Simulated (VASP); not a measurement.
# Ti (Im-3m) in VASP: notebook

The runs below take Ti through relaxation of cell and atoms, with PBEsol.

All numbers are computed with VASP 6.6.1; they aren't measurements. Logs are shortened: lines on timing, memory, paths and dates and some standing lists are left out, and cuts for length are marked.

**1. The cell of the first run**

It takes space group Im-3m (No. 229, cubic). Conventional cell: a = 3.282 Å, b = 3.282 Å, c = 3.282 Å, α = 90.00°, β = 90.00°, γ = 90.00°. Ti (site symmetry m-3m) has 14 Ti at 2.84 to 3.28 Å within 3.7 Å.

This isn't the form of Ti at room conditions, which is hcp.

**2. Relaxation of cell and atoms, PBEsol**

The input, INCAR:

```
PREC = Accurate
ENCUT = 600
EDIFF = 1E-7
ISMEAR = -1
SIGMA = 0.15
LREAL = False
LASPH = True
NELM = 60
ALGO = Normal
ISIF = 3
LWAVE = False
LCHARG = False
GGA = PS
IBRION = 2
NSW = 80
EDIFFG = -0.01
```

The input, KPOINTS:

```
Automatic mesh
0
Gamma
  14 14 14
```

The input, POSCAR:

```
Ti
1.0
   -1.6410000000      1.6410000000      1.6410000000
    1.6410000000     -1.6410000000      1.6410000000
    1.6410000000      1.6410000000     -1.6410000000
Ti
1
Direct
    0.0000000000      0.0000000000      0.0000000000
```

Potentials or basis: VASP PAW PBE potentials, release 64 (Ti_sv).

The run is started by

```sh
$ cat potpaw_PBE.64/Ti_sv/POTCAR > POTCAR
$ mpirun -np 1 vasp_std > vasp.out
```

OUTCAR:

```text
PREC = Accurate
   ENCUT = 600
   EDIFF = 1E-7
   ISMEAR = -1
   LREAL = False
   LASPH = True
   NELM = 60
   ISIF = 3
   GGA = PS
   IBRION = 2
   NSW = 80
   EDIFFG = -0.01

 ion  position               nearest neighbor table
   1  0.000  0.000  0.000-

  LATTYP: Found a body centered cubic cell.
 ALAT       =     3.2820000000

  Lattice vectors:

 A1 = (  -1.6410000000,   1.6410000000,   1.6410000000)
 A2 = (   1.6410000000,  -1.6410000000,   1.6410000000)
 A3 = (   1.6410000000,   1.6410000000,  -1.6410000000)

Analysis of symmetry for initial positions (statically):
=====================================================================
 Subroutine PRICEL returns:
 Original cell was already a primitive cell.

 Routine SETGRP: Setting up the symmetry group for a
 body centered cubic supercell.

 Subroutine GETGRP returns: Found 48 space group operations
 (whereof 48 operations were pure point group operations)
 out of a pool of 48 trial point group operations.

The static configuration has the point symmetry O_h .

Analysis of symmetry for dynamics (positions and initial velocities):
=====================================================================
 Subroutine PRICEL returns:
 Original cell was already a primitive cell.

 Routine SETGRP: Setting up the symmetry group for a
 body centered cubic supercell.

 Subroutine GETGRP returns: Found 48 space group operations
 (whereof 48 operations were pure point group operations)
 out of a pool of 48 trial point group operations.

The dynamic configuration has the point symmetry O_h .

 Subroutine INISYM returns: Found 48 space group operations
 (whereof 48 operations are pure point group operations),
 and found     1 'primitive' translations

----------------------------------------------------------------------------------------

                                     Primitive cell

  volume of cell :      17.6761

  direct lattice vectors                    reciprocal lattice vectors
    -1.641000000  1.641000000  1.641000000     0.000000000  0.304692261  0.304692261
     1.641000000 -1.641000000  1.641000000     0.304692261  0.000000000  0.304692261
     1.641000000  1.641000000 -1.641000000     0.304692261  0.304692261  0.000000000

  length of vectors
     2.842295375  2.842295375  2.842295375     0.430899928  0.430899928  0.430899928

  position of ions in fractional coordinates (direct lattice)
     0.000000000  0.000000000  0.000000000

  ion indices of the primitive-cell ions
   primitive index   ion index
                 1           1

----------------------------------------------------------------------------------------

 KPOINTS: Automatic mesh

Automatic generation of k-mesh.
 Grid dimensions read from file:
 generate k-points for:   14   14   14

 Generating k-lattice:

  Cartesian coordinates                     Fractional coordinates (reciprocal lattice)
     0.000000000  0.021763733  0.021763733     0.071428571  0.000000000  0.000000000
     0.021763733  0.000000000  0.021763733     0.000000000  0.071428571  0.000000000
     0.021763733  0.021763733  0.000000000     0.000000000  0.000000000  0.071428571

  Length of vectors
     0.030778566  0.030778566  0.030778566

  Shift w.r.t. Gamma in fractional coordinates (k-lattice)
     0.000000000  0.000000000  0.000000000

 Subroutine IBZKPT returns following result:
 ===========================================

 Found    104 irreducible k-points:

 Following reciprocal coordinates:
            Coordinates               Weight
  0.000000  0.000000  0.000000      1.000000
  0.071429  0.000000  0.000000     12.000000
  0.142857  0.000000  0.000000     12.000000
  0.214286  0.000000  0.000000     12.000000
  0.285714  0.000000  0.000000     12.000000
  0.357143  0.000000  0.000000     12.000000
[... 16 lines left out ...]
  0.285714  0.285714  0.000000     24.000000
  0.357143  0.285714  0.000000     24.000000
 [... further k-points ...]
   k-points           NKPTS =    104   k-points in BZ     NKDIM =    104   number of bands    NBANDS=     10
   number of dos      NEDOS =    301   number of ions     NIONS =      1
   total plane-waves  NPLWV =  13824
   dimension x,y,z NGX =    24 NGY =   24 NGZ =   24
   dimension x,y,z NGXF=    48 NGYF=   48 NGZF=   48
   ions per type =               1
   NGX,Y,Z   is equivalent  to a cutoff of  14.04, 14.04, 14.04 a.u.
   NGXF,Y,Z  is equivalent  to a cutoff of  28.08, 28.08, 28.08 a.u.
 SYSTEM =  unknown system
   PREC   = accura    normal or accurate (medium, high low for compatibility)
   ISTART =      0    job   : 0-new  1-cont  2-samecut
   ICHARG =      2    charge: 1-file 2-atom 10-const
   ISPIN  =      1    spin polarized calculation?
   LNONCOLLINEAR =      F non collinear calculations
   LSORBIT =      F    spin-orbit coupling
   LASPH  =      T    aspherical Exc in radial PAW
   ENCUT  =  600.0 eV  44.10 Ry    6.64 a.u.   5.68  5.68  5.68*2*pi/ulx,y,z
   NELM   =     60;   NELMIN=  2; NELMDL= -5     # of ELM steps
   EDIFF  = 0.1E-06   stopping-criterion for ELM
   LREAL  =      F    real-space projection
   EDIFFG = -.1E-01   stopping-criterion for IOM
   NSW    =     80    number of steps for IOM
   IBRION =      2    ionic relax: 0-MD 1-quasi-New 2-CG
   NFREE  =      1    steps in history (QN), initial steepest desc. (CG)
   ISIF   =      3    stress and relaxation
   ISYM   =      2    0-nonsym 1-usesym 2-fastsym
   POTIM  = 0.5000    time-step for ionic-motion
   TEBEG  =    0.0;   TEEND  =   0.0 temperature during run
   PSTRESS=    0.0 pullay stress
   NELECT =      12.0000    total number of electrons
   NUPDOWN=      -1.0000    fix difference up-down
   EMIN   =  10.00;   EMAX   =-10.00  energy-range for DOS
   EFERMI =   0.00;   METHOD = LEGACY
   ISMEAR =    -1;   SIGMA  =   0.15  broadening in eV -4-tet -1-fermi 0-gaus
   EFERMI_NEDOS =   21; number of points for ismear=-14 and -15
   IALGO  =     38    algorithm
   IMIX   =      4    mixing-type and parameters
     AMIX     =   0.40;   BMIX     =  1.00
     AMIX_MAG =   1.60;   BMIX_MAG =  1.00
  volume/ion in A,a.u.               =      17.68       119.28
  Fermi-wavevector in a.u.,A,eV,Ry     =   1.438821  2.718977 28.166848  2.070205
  Thomas-Fermi vector in A             =   2.557745
   LORBIT       =      0    0 simple, 1 ext, 2 COOP (PROOUT), +10 PAW based schemes
   GGA     = PS    functional components
   LHFCALC =     F    Hartree Fock is set to
   AEXX    =    0.0000 exact exchange contribution
   IVDW    =     0    specifies the selected vdW correction
   LEPSILON=     F    determine dielectric tensor
   LRPA    =     F    only Hartree local field effects (RPA)
 conjugate gradient relaxation of ions
 non-spin polarized calculation
  energy-cutoff  :      600.00
  volume of cell :       17.68
 maximum number of plane-waves:       603
   NGX = 11   NGY = 11   NGZ = 11

--------------------------------------- Ionic step        1  -------------------------------------------

 number of electron      12.0000001 magnetization

 Free energy of the ion-electron system (eV)
  ---------------------------------------------------
  ext. energy  EPLUGINS =         0.00000000
  ---------------------------------------------------
  free energy    TOTEN  =        -8.29637700 eV

  energy without entropy =       -8.12513668  energy(sigma->0) =       -8.21075684

------------------------ aborting loop because EDIFF is reached ----------------------------------------

  FORCE on cell =-STRESS in cart. coord.  units (eV):
  Direction    XX          YY          ZZ          XY          YZ          ZX
  --------------------------------------------------------------------------------------
  -------------------------------------------------------------------------------------
  Total       -0.6589466     -0.6589466     -0.6589466     -0.0000000     -0.0000000      0.0000000
  in kB      -59.7276022    -59.7276022    -59.7276022     -0.0000000     -0.0000000      0.0000000
  external PRESSURE =     -59.7276022 kB  Pullay stress =       0.0000000 kB
[... 55 lines left out ...]
  energy  without entropy=       -8.1558379100  energy(sigma->0) =       -8.23231528

--------------------------------------- Ionic step        3  -------------------------------------------

 number of electron      11.9999999 magnetization

 Free energy of the ion-electron system (eV)
  ---------------------------------------------------
  ext. energy  EPLUGINS =         0.00000000
  ---------------------------------------------------
  free energy    TOTEN  =        -8.31653414 eV

  energy without entropy =       -8.15668220  energy(sigma->0) =       -8.23660817

 E-fermi :   8.4068     XC(G=0): -11.8363

 val. band max:        8.3988657994   @ k =   0.2857   0.2143   0.0000
 cond. band min:       8.4151879395   @ k =  -0.3571  -0.4286   0.1429
 fundamental gap:      0.0163221401
 Fermi energy:         8.4068320273

 k-point     1 :       0.0000    0.0000    0.0000
  band No.  band energies     occupation
      1     -47.8034      2.00000
      2     -23.7007      2.00000
      3     -23.7007      2.00000
      4     -23.7007      2.00000
      5       2.3626      2.00000
      6       9.4297      0.00218
      7       9.4297      0.00218
      8       9.4297      0.00218
      9      11.2981      0.00000
     10      11.2981      0.00000
[... 287 lines left out ...]
 k-point    24 :       0.3571    0.2857    0.0000
  band No.  band energies     occupation
      1     -47.6252      2.00000
      2     -24.2955      2.00000
      3     -24.1738      2.00000
      4     -23.7956      2.00000
      5       7.2458      1.99913
      6       7.8405      1.95517
      7       8.0637      1.81566
      8      11.4152      0.00000
      9      11.6660      0.00000
     10      15.9218      0.00000

 [... further k-points ...]
[... 5 lines left out ...]
  --------------------------------------------------------------------------------------
  -------------------------------------------------------------------------------------
  Total        0.0013462      0.0013462      0.0013462     -0.0000000     -0.0000000      0.0000000
  in kB        0.1295958      0.1295958      0.1295958     -0.0000000     -0.0000000      0.0000000
  external PRESSURE =       0.1295958 kB  Pullay stress =       0.0000000 kB
[... 16 lines left out ...]
  FREE ENERGIE OF THE ION-ELECTRON SYSTEM (eV)
  ---------------------------------------------------
  free  energy   TOTEN  =        -8.3165341362 eV

  energy  without entropy=       -8.1566822018  energy(sigma->0) =       -8.23660817

 reached required accuracy - stopping structural energy minimisation
```

It took 19 s on 1 thread of Intel Xeon 6975P-C (Granite Rapids), shared host; peak memory 0.16 GiB.

Results:

```
Free energy                           : -8.3165 eV
Relaxed volume                        : 16.64 Å³/atom
Relaxed cell                          : a = 2.786 Å, b = 2.786 Å, c = 2.786 Å, α = 109.47°, β = 109.47°, γ = 109.47°
Space group after relaxing (to 0.1 Å) : Im-3m (No. 229)
Energy gained by relaxing             : 20.2 meV/atom
Ionic steps                           : 3
Pressure after relaxing               : 0.0 GPa
Band gap on the k mesh                : zero (bands 6 and 7 overlap by 1.71 eV)
```

The path:
```csv
step,energy change (eV),largest force (eV/Å),pressure (GPa),volume (Å³)
1,0.0000,0.0000,-5.97,17.68
2,-0.0124,0.0000,4.25,16.04
3,-0.0202,0.0000,0.01,16.64
```

Final structure:
```xyz
1
Lattice="-1.6084 1.6084 1.6084 1.6084 -1.6084 1.6084 1.6084 1.6084 -1.6084" Properties=species:S:1:pos:R:3 pbc="T T T"
Ti    0.0000    0.0000    0.0000
```

Caveat: the PAW data sets were made with another functional, which shifts forces and pressure a little.

**3. Relaxation of cell and atoms, PBEsol, target pressure 2 GPa, at which the enthalpy is minimised**

The input, INCAR:

```
PREC = Accurate
ENCUT = 600
EDIFF = 1E-6
ISMEAR = -1
SIGMA = 0.15
LREAL = F
LASPH = T
NELM = 100
ALGO = Normal
ISIF = 3
LWAVE = F
LCHARG = F
GGA = PS
IBRION = 2
NSW = 80
EDIFFG = -0.01
PSTRESS = 20.0
```

KPOINTS is that of step 2.

POSCAR is that of step 2.

Potentials or basis: VASP PAW PBE potentials, release 64 (Ti_sv).

The run is started by

```sh
$ cat potpaw_PBE.64/Ti_sv/POTCAR > POTCAR
$ mpirun -np 1 vasp_std > vasp.out
```

It took 18 s on 1 thread of Intel Xeon 6975P-C (Granite Rapids), shared host; peak memory 0.15 GiB.

The run converged. Its results:

- Free energy: -8.3148 eV
- Relaxed volume: 16.35 Å³/atom
- Relaxed cell: a = 2.769 Å, b = 2.769 Å, c = 2.769 Å, α = 109.47°, β = 109.47°, γ = 109.47°
- Space group after relaxing (to 0.1 Å): Im-3m (No. 229)
- Energy change on relaxing (the run minimises the enthalpy): -18.4 meV/atom
- Ionic steps: 3
- Pressure after relaxing: 2.0 GPa
- Band gap on the k mesh: zero (bands 6 and 7 overlap by 1.75 eV)

Step by step:
| step | energy change (eV) | largest force (eV/Å) | pressure (GPa) | volume (Å³) |
| --- | --- | --- | --- | --- |
| 1 | 0.0000 | 0.0000 | -5.91 | 17.68 |
| 2 | 0.0076 | 0.0000 | 8.41 | 15.54 |
| 3 | -0.0184 | 0.0000 | 2.03 | 16.35 |

Final structure:
```
CELL_PARAMETERS angstrom
-1.59892 1.59892 1.59892
1.59892 -1.59892 1.59892
1.59892 1.59892 -1.59892
ATOMIC_POSITIONS crystal
Ti 0.00000 0.00000 0.00000
```

Levels at points of the mesh, in eV from the Fermi level:
| k point | band 2 | band 3 | band 4 | band 5 | band 6 | band 7 | band 8 | band 9 | band 10 |
| --- | --- | --- | --- | --- | --- | --- | --- | --- | --- |
| (0.00, 0.00, 0.00) | -32.05 | -32.05 | -32.05 | -6.08 | 1.04 | 1.04 | 1.04 | 2.95 | 2.95 |
| (0.50, 0.00, 0.00) | -32.88 | -32.31 | -32.06 | -2.61 | -0.47 | 1.35 | 2.95 | 3.33 | 4.63 |
| (0.50, 0.50, 0.50) | -32.61 | -32.61 | -32.61 | -2.31 | -2.31 | 4.25 | 4.25 | 4.25 | 8.86 |

Caveat: the cell is relaxed towards a set pressure, so the run minimises the enthalpy, not the energy; the PAW data sets were made with another functional, which shifts forces and pressure a little.

**4. Relaxation of cell and atoms, PBEsol, target pressure 4 GPa, at which the enthalpy is minimised**

The input, INCAR:

```
SYSTEM = Ti
PREC = Accurate ; ENCUT = 600
EDIFF = 1E-7 ; ISMEAR = -1
SIGMA = 0.15 ; LREAL = .FALSE.
LASPH = .TRUE. ; NELM = 60
ALGO = Normal ; ISIF = 3
LWAVE = .FALSE. ; LCHARG = .FALSE.
GGA = PS ; IBRION = 2
NSW = 80 ; EDIFFG = -0.01
PSTRESS = 40.0
```

The input, KPOINTS:

```
Automatic mesh
0
G
  14 14 14
  0 0 0
```

POSCAR is that of step 3.

The run is started by

```sh
$ cat potpaw_PBE.64/Ti_sv/POTCAR > POTCAR
$ mpirun -np 1 vasp_std > vasp.out
```

Wall time 20 s (1 thread of Intel Xeon 6975P-C (Granite Rapids), shared host); peak memory 0.16 GiB.

The run converged. Its results:

```yaml
Free_energy: -8.3099 eV
Relaxed_volume: 16.09 Å³/atom
Relaxed_cell: a = 2.754 Å, b = 2.754 Å, c = 2.754 Å, α = 109.47°, β = 109.47°, γ = 109.47°
Space_group_after_relaxing_to_0.1_Å: Im-3m (No. 229)
Energy_change_on_relaxing_the_run_minimises_the_enthalpy: -13.5 meV/atom
Ionic_steps: 3
Pressure_after_relaxing: 3.9 GPa
Band_gap_on_the_k_mesh: zero (bands 6 and 7 overlap by 1.77 eV)
```

The path:
```csv
step,energy change (eV),largest force (eV/Å),pressure (GPa),volume (Å³)
1,0.0000,0.0000,-5.97,17.68
2,0.0432,0.0000,13.36,15.01
3,-0.0135,0.0000,3.92,16.09
```

Final structure:
```cif
data_structure
_symmetry_space_group_name_H-M 'P 1'
_symmetry_Int_Tables_number 1
_cell_length_a 2.7544
_cell_length_b 2.7544
_cell_length_c 2.7544
_cell_angle_alpha 109.471
_cell_angle_beta 109.471
_cell_angle_gamma 109.471
_cell_volume 16.09
loop_
_atom_site_label
_atom_site_type_symbol
_atom_site_fract_x
_atom_site_fract_y
_atom_site_fract_z
_atom_site_occupancy
Ti1 Ti 0.00000 0.00000 0.00000 1
```

Levels at points of the mesh, in eV from the Fermi level:
| k point | band 4 | band 5 | band 6 | band 7 | band 8 | band 9 |
| --- | --- | --- | --- | --- | --- | --- |
| (0.00, 0.00, 0.00) | -31.99 | -6.11 | 1.05 | 1.05 | 1.05 | 3.00 |
| (0.50, 0.00, 0.00) | -32.00 | -2.65 | -0.49 | 1.41 | 3.00 | 3.39 |
| (0.50, 0.50, 0.50) | -32.59 | -2.37 | -2.37 | 4.33 | 4.33 | 4.33 |

Caveat: the cell is relaxed towards a set pressure, so the run minimises the enthalpy, not the energy; the PAW data sets were made with another functional, which shifts forces and pressure a little.

(Continued in part 2 of 3.)

The gap in the log of VASP goes by the Fermi energy; the results here count the filled bands.